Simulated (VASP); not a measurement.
The system is MnHg.

```
CELL_PARAMETERS angstrom
3.31500 0.00000 0.00000
0.00000 3.31500 0.00000
0.00000 0.00000 3.31500
ATOMIC_POSITIONS crystal
Mn 0.50000 0.50000 0.50000
Hg 0.00000 0.00000 0.00000
```

Base run:

- Program: VASP 6.6.1
- Functional: PBE
- Potentials or basis: VASP PAW PBE potentials, release 64 (Mn_pv, Hg)
- Cutoff: 520 eV
- k mesh: 10 × 10 × 10
- Occupations: fermi-dirac, width 0.05 eV
- Spin: collinear spin, ferromagnetic start
- Starting moments: [4.0, 0.0] μB

Its results: pressure 0.9 GPa; net moment 3.91 μB per cell; site moments Mn +3.82; Hg -0.06 μB.

**Question.** The run is repeated on the same cell with these changes: functional from PBE to r2SCAN; further incar settings from ALGO = Normal; EDIFF = 1e-06; NBANDS = 24 to ALGO = Normal; EDIFF = 1e-08; NBANDS = 24. What comes out?

**Answer.** Pressure 1.8 GPa; net moment 4.20 μB per cell; site moments Mn +4.14; Hg -0.06 μB.

Caveats: the PAW data sets were made with another functional, which shifts forces and pressure a little (at least some runs).
